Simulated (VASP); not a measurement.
# Ti12H2C in VASP: single point with PBE

Aim: the single point of Ti12H2C with PBE.

All numbers are computed with VASP 6.6.1; they aren't measurements. Logs are shortened: lines on timing, memory, paths and dates and some standing lists are left out, and cuts for length are marked.

## 1. The cell of the first run

The cell holds a slab with vacuum, 15 atoms: a = 5.900 Å, b = 5.900 Å, c = 17.685 Å, α = 90.00°, β = 90.00°, γ = 60.00°.

## 2. Single point, PBE

INCAR reads:

```
ALGO = Normal ; EDIFF = 1E-6
ENCUT = 520 ; GGA = PE
ISIF = 2 ; ISMEAR = 0
LASPH = True ; LCHARG = True
LELF = True ; LREAL = Auto
LVHAR = True ; LWAVE = False
NBANDS = 88 ; NELM = 80
PREC = Accurate ; SIGMA = 0.05
```

KPOINTS reads:

```
k-points
0
Gamma
  4 4 1
```

POSCAR reads:

```
Ti12H2C
1.0
    5.9000000000      0.0000000000      0.0000000000
    2.9500000000      5.1095500000      0.0000000000
    0.0000000000      0.0000000000     17.6846000000
Ti C H
12 1 2
Direct
    0.0000000000      0.0000000000      0.0565463737
    0.5000000000      0.0000000000      0.0565463737
    0.0000000000      0.5000000000      0.0565463737
    0.5000000000      0.5000000000      0.0565463737
   -0.1593976613      0.3283919328      0.1797163068
    0.3384666311      0.3299345344      0.1821157957
   -0.1627854722      0.8302455206      0.1796552933
    0.3362852318      0.8308447906      0.1794222657
    0.0053562882     -0.0008390171      0.3083571017
    0.5070842664     -0.0062285328      0.3056704138
   -0.0023078234      0.5047597147      0.3111292311
    0.5048025485      0.5083888014      0.3099155197
    1.1306464539      0.7056206515      0.3859440417
    1.0689603492      0.8854701490      0.4215039639
    1.1881691393      0.5422735857      0.4268535336
```

Potentials or basis: VASP PAW PBE potentials, release 64 (Ti_sv, C, H).

Command:

```bash
$ cat potpaw_PBE.64/Ti_sv/POTCAR potpaw_PBE.64/C/POTCAR potpaw_PBE.64/H/POTCAR > POTCAR
$ mpirun -np 1 vasp_std > vasp.out
```

OUTCAR:

```text
EDIFF = 1E-6
   ENCUT = 520
   GGA = PE
   ISIF = 2
   ISMEAR = 0
   LASPH = True
   LREAL = Auto
   NELM = 80
   PREC = Accurate

 ion  position               nearest neighbor table
   1  0.000  0.000  0.057-   5 2.75   7 2.76   8 2.77
   2  0.500  0.000  0.057-   8 2.76   7 2.78   6 2.79
   3  0.000  0.500  0.057-   7 2.75   5 2.76   6 2.81
   4  0.500  0.500  0.057-   8 2.75   5 2.79   6 2.79
   5  0.841  0.328  0.180-   1 2.75   3 2.76   4 2.79   9 2.83  12 2.87  11 2.88
   6  0.338  0.330  0.182-  10 2.78   2 2.79   4 2.79   3 2.81  12 2.87  11 2.87
   7  0.837  0.830  0.180-   3 2.75   1 2.76   2 2.78  10 2.79   9 2.85  11 2.86
   8  0.336  0.831  0.179-   4 2.75   2 2.76   1 2.77  10 2.81  12 2.84   9 2.84
   9  0.005  0.999  0.308-  13 2.04   5 2.83   8 2.84   7 2.85
  10  0.507  0.994  0.306-   6 2.78   7 2.79   8 2.81  12 2.87  11 2.89
  11  0.998  0.505  0.311-  13 2.17   7 2.86   6 2.87   5 2.88  10 2.89  12 2.90
  12  0.505  0.508  0.310-  13 2.34   8 2.84   6 2.87  10 2.87   5 2.87  11 2.90
  13  0.131  0.706  0.386-  15 1.11  14 1.13   9 2.04  11 2.17  12 2.34
  14  0.069  0.885  0.422-  13 1.13
  15  0.188  0.542  0.427-  13 1.11

  LATTYP: Found a hexagonal cell.
 ALAT       =     5.9000001019
 C/A-ratio  =     2.9973897787

  Lattice vectors:

 A1 = (  -2.9500000000,  -5.1095500000,   0.0000000000)
 A2 = (   5.9000000000,   0.0000000000,   0.0000000000)
 A3 = (   0.0000000000,   0.0000000000,  17.6846000000)

Analysis of symmetry for initial positions (statically):
=====================================================================
 Subroutine PRICEL returns:
 Original cell was already a primitive cell.

 Routine SETGRP: Setting up the symmetry group for a
 hexagonal supercell.

 Subroutine GETGRP returns: Found  1 space group operations
 (whereof  1 operations were pure point group operations)
 out of a pool of 24 trial point group operations.

The static configuration has the point symmetry C_1 .

Analysis of symmetry for dynamics (positions and initial velocities):
=====================================================================
 Subroutine PRICEL returns:
 Original cell was already a primitive cell.

 Routine SETGRP: Setting up the symmetry group for a
 hexagonal supercell.

 Subroutine GETGRP returns: Found  1 space group operations
[... 128 lines left out ...]
   EFERMI =   0.00;   METHOD = LEGACY
   ISMEAR =     0;   SIGMA  =   0.05  broadening in eV -4-tet -1-fermi 0-gaus
   EFERMI_NEDOS =   21; number of points for ismear=-14 and -15
   IALGO  =     38    algorithm
   IMIX   =      4    mixing-type and parameters
     AMIX     =   0.40;   BMIX     =  1.00
     AMIX_MAG =   1.60;   BMIX_MAG =  1.00
  volume/ion in A,a.u.               =      35.54       239.85
  Fermi-wavevector in a.u.,A,eV,Ry     =   1.072742  2.027188 15.657250  1.150775
  Thomas-Fermi vector in A             =   2.208521
   LORBIT       =      0    0 simple, 1 ext, 2 COOP (PROOUT), +10 PAW based schemes
   GGA     = PE    functional components
   LHFCALC =     F    Hartree Fock is set to
   AEXX    =    0.0000 exact exchange contribution
   IVDW    =     0    specifies the selected vdW correction
   LEPSILON=     F    determine dielectric tensor
   LRPA    =     F    only Hartree local field effects (RPA)
 non-spin polarized calculation
 Gauss-broadening in eV      SIGMA  =   0.05
  energy-cutoff  :      520.00
  volume of cell :      533.13
 maximum number of plane-waves:     14391
 NGX is ok and might be reduce to    48
   NGX = 21   NGY = 21   NGZ = 65

 number of electron     149.9999999 magnetization

 Free energy of the ion-electron system (eV)
  ---------------------------------------------------
  ext. energy  EPLUGINS =         0.00000000
  ---------------------------------------------------
  free energy    TOTEN  =      -103.90881234 eV

  energy without entropy =     -103.88090101  energy(sigma->0) =     -103.89485667

 E-fermi :   1.0803     XC(G=0):  -5.8386

 val. band max:        1.0762876447   @ k =   0.0000   0.5000   0.0000
 cond. band min:       1.0867648315   @ k =   0.0000   0.0000   0.0000
 fundamental gap:      0.0104771868
 Fermi energy:         1.0802584505

 k-point     1 :       0.0000    0.0000    0.0000
  band No.  band energies     occupation
      1     -55.8136      2.00000
      2     -55.7885      2.00000
      3     -55.7489      2.00000
      4     -55.7218      2.00000
      5     -55.7150      2.00000
      6     -55.7135      2.00000
[... 889 lines left out ...]
     86       1.9757      0.00000
     87       2.0602      0.00000
 [bands above 87 left out]

------------------------ aborting loop because EDIFF is reached ----------------------------------------

  FORCE on cell =-STRESS in cart. coord.  units (eV):
  Direction    XX          YY          ZZ          XY          YZ          ZX
  --------------------------------------------------------------------------------------
  -------------------------------------------------------------------------------------
  Total       -4.4841986     -3.0343560     -0.3177011      0.4212381      0.0754756     -0.3866396
  in kB      -13.4761401     -9.1189999     -0.9547713      1.2659259      0.2268231     -1.1619490
  external PRESSURE =      -7.8499704 kB  Pullay stress =       0.0000000 kB

 VOLUME and BASIS-vectors are now :
 -----------------------------------------------------------------------------
  energy-cutoff  :      520.00
  volume of cell :      533.13
      direct lattice vectors                 reciprocal lattice vectors
     5.900000000  0.000000000  0.000000000     0.169491525 -0.097855976  0.000000000
     2.950000000  5.109550000  0.000000000     0.000000000  0.195711951  0.000000000
     0.000000000  0.000000000 17.684600000     0.000000000  0.000000000  0.056546374

 POSITION                                       TOTAL-FORCE (eV/Angst)
 -----------------------------------------------------------------------------------
      0.00000      0.00000      1.00000        -0.011640     -0.025530     -0.069977
      2.95000      0.00000      1.00000         0.002177      0.112959     -0.080714
      1.47500      2.55477      1.00000         0.148888     -0.054327      0.103186
      4.42500      2.55477      1.00000        -0.081588     -0.050080      0.108062
      5.92831      1.67794      3.17821         0.004721     -0.003844      0.003213
      2.97026      1.68582      3.22065         0.009664     -0.003069     -0.006839
      7.38879      4.24218      3.17713        -0.003208      0.006927     -0.001894
      4.43507      4.24524      3.17301        -0.000507      0.004945      0.006536
      2.97913      5.10526      5.45317        -0.006555      0.022981     -0.025491
      5.92342      5.07773      5.40566         0.008004     -0.002920     -0.025881
      7.37543      2.57910      5.50220        -0.011587     -0.008997     -0.022305
      4.47808      2.59764      5.48073        -0.000622     -0.000424     -0.010161
      2.85239      3.60540      6.82527        -0.023643     -0.014683      0.000325
      3.01900      4.52435      7.45413         0.003580      0.025746      0.012757
      2.70990      2.77077      7.54873        -0.037683     -0.009684      0.009184
 -----------------------------------------------------------------------------------
    total drift:                               -0.008794      0.006848      0.011688

  FREE ENERGIE OF THE ION-ELECTRON SYSTEM (eV)
  ---------------------------------------------------
  free  energy   TOTEN  =      -103.9088123373 eV

  energy  without entropy=     -103.8809010075  energy(sigma->0) =     -103.89485667
```

OSZICAR:

```text
N       E                     dE             d eps       ncg     rms          rms(c)
DAV:   1     0.200204167998E+04    0.20020E+04   -0.79793E+04  1880   0.176E+03
DAV:   2     0.182128093577E+03   -0.18199E+04   -0.17916E+04  1768   0.572E+02
DAV:   3    -0.655406603084E+02   -0.24767E+03   -0.24129E+03  2800   0.184E+02
[... 26 lines left out ...]
DAV:  30    -0.103908741532E+03   -0.10611E-03   -0.74759E-06  1560   0.151E-02    0.518E-03
DAV:  31    -0.103908796356E+03   -0.54824E-04   -0.61254E-06  1608   0.908E-03    0.228E-03
DAV:  32    -0.103908809051E+03   -0.12695E-04   -0.16072E-06  1296   0.589E-03    0.115E-03
DAV:  33    -0.103908811445E+03   -0.23936E-05   -0.45751E-07  1192   0.282E-03    0.745E-04
DAV:  34    -0.103908812337E+03   -0.89251E-06   -0.21319E-07  1168   0.207E-03
   1 F= -.10390881E+03 E0= -.10389486E+03  d E =-.279113E-01
```

stdout:

```text
POSCAR found type information on POSCAR TiC H
 POSCAR found :  3 types and      15 ions
 scaLAPACK will be used
 LDA part: xc-table for (Slater+PW92), standard interpolation
 POSCAR, INCAR and KPOINTS ok, starting setup
 FFT: planning ... GRIDC
 FFT: planning ... GRID_SOFT
 FFT: planning ... GRID
 WAVECAR not read
 entering main loop
```

It took 55 min on 1 thread of Oxide Virtual Turin-like, shared host; peak memory 0.77 GiB.

Results:

```
Free energy            : -103.9088 eV
Largest force          : 0.189 eV/Å
Band gap on the k mesh : zero (bands 75 and 76 overlap by 0.59 eV)
```

Forces on the atoms (eV/Å):
```
Ti  -0.012 -0.026 -0.070
Ti   0.002  0.113 -0.081
Ti   0.149 -0.054  0.103
Ti  -0.082 -0.050  0.108
Ti   0.005 -0.004  0.003
Ti   0.010 -0.003 -0.007
Ti  -0.003  0.007 -0.002
Ti  -0.001  0.005  0.007
Ti  -0.007  0.023 -0.025
Ti   0.008 -0.003 -0.026
Ti  -0.012 -0.009 -0.022
Ti  -0.001  0.000 -0.010
C   -0.024 -0.015  0.000
H    0.004  0.026  0.013
H   -0.038 -0.010  0.009
```

Levels at points of the mesh, in eV from the Fermi level:
```
           k point  band 73  band 74  band 75  band 76  band 77  band 78  band 79  band 80  band 81  band 82
(0.00, 0.00, 0.00)     0.18     0.20     0.44     0.66     0.69     0.69     0.71     0.73     0.76     0.76
(0.50, 0.00, 0.00)    -0.38    -0.27    -0.14    -0.09    -0.07     0.09     0.10     0.16     0.33     0.51
(0.50, 0.50, 0.00)    -0.36    -0.28    -0.14    -0.08    -0.06     0.05     0.08     0.16     0.33     0.50
(0.00, 0.50, 0.00)    -0.36    -0.28    -0.16    -0.14    -0.05     0.00     0.15     0.19     0.24     0.51
```
